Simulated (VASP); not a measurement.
Write the native input for VASP 6.6.1 that does the following.

* Task: single point
* Functional: LDA
* Potentials or basis: VASP PAW LDA potentials, release 64 (Ti_sv, O_h)
* Cutoff: 910 eV
* k mesh: 6 × 6 × 4
* Occupations: gaussian, width 0.01 eV
* Spin: no spin polarisation
* Dipole correction: no
* Further INCAR settings: ALGO = Normal; EDIFF = 1e-06; NBANDS = 33

The structure of TiO2 lies in POSCAR:

```
TiO2
1.0
    2.6318584318     -2.6324624094      0.0000000000
    2.6318584318      2.6324624094      0.0000000000
   -2.5613428241      0.0000000000      4.6651555496
Ti O
2 4
Direct
    0.1341100000      0.8658900000      0.2500000000
    0.8658900000      0.1341100000      0.7500000000
    0.3312210000      0.0887550000      0.6671490000
    0.6687790000      0.9112450000      0.3328510000
    0.9112450000      0.6687790000      0.8328510000
    0.0887550000      0.3312210000      0.1671490000
```

These files were run (other wordings do the same):

INCAR

```
  ALGO = Normal
  EDIFF = 1E-6
  ENCUT = 910
  GGA_COMPAT = F
  ISIF = 2
  ISMEAR = 0
  LASPH = T
  LCHARG = F
  LREAL = F
  LWAVE = F
  NBANDS = 33
  NELM = 120
  PREC = Accurate
  SIGMA = 0.01
```

KPOINTS

```
k-points
0
Gamma
  6 6 4
```

Potentials or basis: VASP PAW LDA potentials, release 64 (Ti_sv, O_h).

Command:

```sh
$ cat potpaw_LDA.64/Ti_sv/POTCAR potpaw_LDA.64/O_h/POTCAR > POTCAR
$ mpirun -np 1 vasp_std > vasp.out
```

It gave:

```yaml
Pressure: 6.1 GPa
Largest_force: 0.200 eV/Å
Band_gap_on_the_k_mesh: 2.13 eV (least direct gap 2.46 eV)
```

Caveat: the cutoff is under 1.25 times the usual one of these potentials, so pressure, stress and relaxed cells hold a basis-set (Pulay) error; the cell stands under pressure.

Wall time 3.9 min on 1 thread of AMD EPYC 7R13 Processor (Zen 3) (shared host), peak memory 0.31 GiB.
